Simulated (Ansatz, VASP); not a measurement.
# One calculation of Sn3H2, two programs

```
Sn H
1.0
     1.78004    1.02771    8.25139
    -1.78004    1.02771    8.25139
     0.00000   -2.05541    8.25139
Sn H
3 2
Direct
  0.00000 0.00000 0.00000
  0.20950 0.20950 0.20950
  0.79050 0.79050 0.79050
  0.40000 0.40000 0.40000
  0.60000 0.60000 0.60000
```

Alike in both runs: task relaxation of cell and atoms; functional PBE; k mesh 6 × 6 × 6; occupations gaussian, width 0.1 eV; no spin polarisation.

|  | VASP | Ansatz |
| --- | --- | --- |
| version | VASP 6.6.1 | Ansatz 0.2.0 |
| potentials or method | VASP PAW PBE potentials, release 64 (Sn_d, H), cutoff 600 eV | scalar-relativistic, plane waves, PAW |
| valence electrons in the cell | 44 | 44 |

VASP gave:

```
gap on the k mesh at the Fermi level, each at its own relaxed structure (eV) : none
relaxed volume (Å³/atom)                                                     : 18.69
relaxed cell length with the largest relative difference (Å)                 : 8.527
```

Q: Which values does Ansatz return?

A: gap on the k mesh at the Fermi level, each at its own relaxed structure (eV): none; relaxed volume (Å³/atom): 18.55; relaxed cell length with the largest relative difference (Å): 8.534.

A gap of «none» marks a metal or a gap that the smearing closes.
